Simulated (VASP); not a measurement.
**Mo: single point with PBE**

The system is Mo.

```
Mo
1.0
    -1.58159    1.58159    1.58159
     1.58159   -1.58159    1.58159
     1.58159    1.58159   -1.58159
Mo
1
Cartesian
  0.0000 0.0000 0.0000
```

```
Program             : VASP 6.6.1
Task                : single point
Functional          : PBE
Potentials or basis : VASP PAW PBE potentials, release 64 (Mo_sv)
Cutoff              : 500 eV
k mesh              : 8 × 8 × 8
Occupations         : gaussian, width 0.1 eV
Spin                : no spin polarisation
```

| Property | Result |
| --- | --- |
| Pressure | 0.5 GPa |
| Band gap on the k mesh | zero (bands 7 and 8 overlap by 5.25 eV) |

Levels at points of the mesh, in eV from the Fermi level:
| k point | band 3 | band 4 | band 5 | band 6 | band 7 | band 8 | band 9 | band 10 | band 11 | band 12 |
| --- | --- | --- | --- | --- | --- | --- | --- | --- | --- | --- |
| (0.00, 0.00, 0.00) | -34.46 | -34.46 | -7.07 | -1.22 | -1.22 | -1.22 | 1.76 | 1.76 | 14.94 | 14.94 |
| (0.50, 0.00, 0.00) | -34.89 | -34.47 | -5.13 | -3.22 | 1.70 | 1.78 | 2.40 | 4.77 | 11.58 | 12.06 |
| (0.50, 0.50, 0.50) | -35.39 | -35.39 | -5.22 | -5.22 | 4.03 | 4.03 | 4.03 | 9.09 | 9.09 | 9.09 |

Wall time 8.3 s on 1 thread of AMD EPYC 7R13, with other jobs on the host, peak memory 0.12 GiB.
